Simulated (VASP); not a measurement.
The system is SnCl.

```
Sn Cl
1.0
     3.65595    0.00000    0.00000
    -1.82798    3.16615    0.00000
     0.00000    0.00000    5.78299
Sn Cl
1 1
Direct
  0.00000 0.00000 0.00000
  0.00000 0.00000 0.50000
```

```yaml
Program: VASP 6.6.1
Task: relaxation of cell and atoms
Functional: PBE
Potentials_or_basis: VASP PAW PBE potentials, release 64 (Sn_d, Cl)
Cutoff: 600 eV
k_mesh: 6 × 6 × 4
Occupations: gaussian, width 0.1 eV
Spin: no spin polarisation
```

At the start: pressure -5.1 GPa; volume 33.47 Å³/atom.

Task: Where does the relaxation end?

Result: Over 7 steps the energy falls by 137.3 meV/atom and the volume is 27.67 Å³/atom (-17.3 %); space group P6/mmm (No. 191, to 0.05 Å).

The path:
| step | energy change (eV) | largest force (eV/Å) | pressure (GPa) | volume (Å³) |
| --- | --- | --- | --- | --- |
| 1 | 0.0000 | 0.0000 | -5.15 | 66.94 |
| 2 | -0.1463 | 0.0000 | 2.69 | 56.81 |
| 3 | -0.2437 | 0.0000 | -1.27 | 60.26 |
| 4 | -0.2437 | 0.0000 | -1.11 | 60.13 |
| 5 | -0.2658 | 0.0000 | -0.61 | 57.93 |
| 6 | -0.2741 | 0.0000 | -0.20 | 56.16 |
| 7 | -0.2746 | 0.0000 | 0.09 | 55.34 |

Final structure:
```yaml
crystal:
  lattice:
    - [3.47028, 0.00000, 0.00000]
    - [-1.73514, 3.00535, 0.00000]
    - [0.00000, 0.00000, 5.30614]
  atoms:
    - { symbol: Sn, position: [0.00000, 0.00000, 0.00000] }
    - { symbol: Cl, position: [0.00000, 0.00000, 0.50000] }
```

Caveat: the volume moved by over 15 % at a fixed basis, so the end points are rough; an odd number of electrons without spin polarisation forces a metal; a magnetic or distorted state may lie lower.
